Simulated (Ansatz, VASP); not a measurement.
## Ta2SiO3: VASP beside Ansatz

```
Ta Si O
1.0
     2.92639    0.00000    0.00000
     0.00000    2.92639    0.00000
     0.00000    0.00000    7.99464
Ta Si O
2 1 3
Direct
  0.00000 0.50000 0.70459
  0.50000 0.00000 0.29541
  0.00000 0.00000 0.00000
  0.00000 0.50000 0.39446
  0.50000 0.00000 0.60554
  0.50000 0.50000 0.00000
```

Change from the starting cell: species swapped into the Ti2CuSb3 type (P-4m2, No. 115).

Alike in both runs: functional PBE; k mesh 4 × 4 × 2; occupations gaussian, width 0.15 eV; no spin polarisation.

Ansatz relaxed the structure, and its values are those at the end. VASP's run is a single point on that final structure, the one shown.

|  | VASP | Ansatz |
| --- | --- | --- |
| version | VASP 6.6.1 | Ansatz 0.2.0 |
| potentials or method | VASP PAW PBE potentials, release 64 (Ta_pv, Si, O), cutoff 520 eV | scalar-relativistic, plane waves, PAW |
| valence electrons in the cell | 44 | 48 |

```tsv
	VASP	Ansatz	Ansatz less VASP
gap on the k mesh at the Fermi level (eV)	none	none	-
pressure (GPa)	0.5	0.2	-0.33
rms of the force components (eV/Å)	0.026	0.018	-0.0073
```

A gap of «none» marks a metal or a gap that the smearing closes. VASP's potentials hold 44 valence electrons a cell and Ansatz's 48, so a difference there can come from the potentials and not from the codes.

The k mesh is coarse, so the values compare programs but aren't converged. Spin-orbit coupling is off throughout.
